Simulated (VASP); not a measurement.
Set up this calculation in VASP 6.6.1, as the native input.

| Quantity | Value |
| --- | --- |
| Task | single point |
| Functional | PBE |
| Dispersion | D3(BJ) |
| Potentials or basis | VASP PAW PBE potentials, release 64 (Ti_sv, O) |
| Cutoff | 520 eV |
| k mesh | 10 × 10 × 10 |
| Occupations | gaussian, width 0.02 eV |
| Spin | no spin polarisation |
| Dipole correction | no |
| Further INCAR settings | ALGO = Normal; EDIFF = 1e-06; NBANDS = 33 |

The structure of TiO2 lies in POSCAR:

```
TiO2
1.0
   -1.8935078937      1.8935078937      4.7872000410
    1.8935078937     -1.8935078937      4.7872000410
    1.8935078937      1.8935078937     -4.7872000410
Ti O
2 4
Direct
    0.0000000000      0.0000000000      0.0000000000
    0.7500000000      0.2500000000      0.5000000000
    0.9580633336      0.4580633336      0.5000000000
    0.2080633336      0.2080633336      0.0000000000
    0.5419366664      0.0419366664      0.5000000000
    0.7919366664      0.7919366664      0.0000000000
```

These files were run (other wordings do the same):

INCAR

```
PREC = Accurate ; ENCUT = 520
EDIFF = 1E-6 ; ISMEAR = 0
SIGMA = 0.02 ; LREAL = False
LASPH = True ; NELM = 100
ALGO = Normal ; ISIF = 2
LWAVE = False ; LCHARG = True
GGA = PE ; IVDW = 12
LELF = True ; LVHAR = True
NBANDS = 33
```

KPOINTS

```
Automatic mesh
0
Gamma
  10 10 10
```

Potentials or basis: VASP PAW PBE potentials, release 64 (Ti_sv, O).

The run is started by

```console
$ cat potpaw_PBE.64/Ti_sv/POTCAR potpaw_PBE.64/O/POTCAR > POTCAR
$ mpirun -np 1 vasp_std > vasp.out
```

It gave:

```
Pressure                   : 0.7 GPa
Largest force              : 0.020 eV/Å
Band gap on the k mesh     : 2.10 eV (least direct gap 2.43 eV)
Dispersion energy per atom : -0.224 eV
```

Run time: 12 min on 1 thread of AMD EPYC 7R43 64-Core Processor (Zen 3), on a shared host, peak memory 0.33 GiB.
